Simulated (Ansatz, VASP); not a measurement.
**Two plane-wave programs on Co**

INCAR

```
SYSTEM = Co
ALGO = Normal
EDIFF = 1E-7
ENCUT = 520
GGA = PS
ISIF = 2
ISMEAR = -1
ISPIN = 2
LASPH = .TRUE.
LCHARG = .TRUE.
LELF = .TRUE.
LMAXMIX = 4
LORBIT = 11
LREAL = .FALSE.
LVHAR = .TRUE.
LWAVE = .FALSE.
MAGMOM = 3.2 3.2
NBANDS = 20
NELM = 150
PREC = Accurate
SIGMA = 0.1
```

File KPOINTS:

```
k-points
0
G
  13 13 7
  0 0 0
```

POSCAR

```
Co
1.0
    2.5157302938      0.0000000000      0.0000000000
   -1.2578651469      2.1786842390      0.0000000000
    0.0000000000      0.0000000000      4.0834213618
Co
2
Direct
    0.3333333333      0.6666666667      0.2500000000
    0.6666666667      0.3333333333      0.7500000000
```

Input for Ansatz:

```yaml
crystal:
  lattice:
    - [2.5157302937534345, 0.0, 0.0]
    - [-1.2578651468767172, 2.17868423904314, 0.0]
    - [0.0, 0.0, 4.0834213617879485]
  atoms:
    - { symbol: Co, position: [0.3333333333333333, 0.6666666666666666, 0.25], spin: 3.2 }
    - { symbol: Co, position: [0.6666666666666666, 0.3333333333333333, 0.75], spin: 3.2 }
basis:
  ecutwfc: 510.0
kpoints:
  mp_grid:
    grid: [13, 13, 7]
hamiltonian:
  xc: pbesol
  pseudopotentials:
    kind: paw
magnetization:
  spin_polarized: true
scf:
  occupations:
    method: fermi_dirac
    width: 0.1
```

Alike in both runs: task single point; functional PBEsol; k mesh 13 × 13 × 7; occupations fermi-dirac, width 0.1 eV; collinear spin.

|  | VASP | Ansatz |
| --- | --- | --- |
| version | VASP 6.6.1 | Ansatz 0.2.0 |
| potentials or method | VASP PAW PBE potentials, release 64 (Co), cutoff 520 eV | plane waves, PAW |
| valence electrons in the cell | 18 | 34 |

Ansatz gave:

| Quantity | Value |
| --- | --- |
| net moment per atom (μB) | 1.62 |
| size of the moment on the site where the two differ most (μB) | 1.70 |

Question: Estimate VASP's values.

Answer: net moment per atom (μB): 1.62; size of the moment on the site where the two differ most (μB): 1.64.

VASP's potentials were made for PBE, not for PBEsol. Site moments also hang on the region over which each program counts them. VASP's potentials hold 18 valence electrons a cell and Ansatz's 34, so a difference there can come from the potentials and not from the codes. Ansatz's warnings: given moment on shells, structure snapped to symmetry.
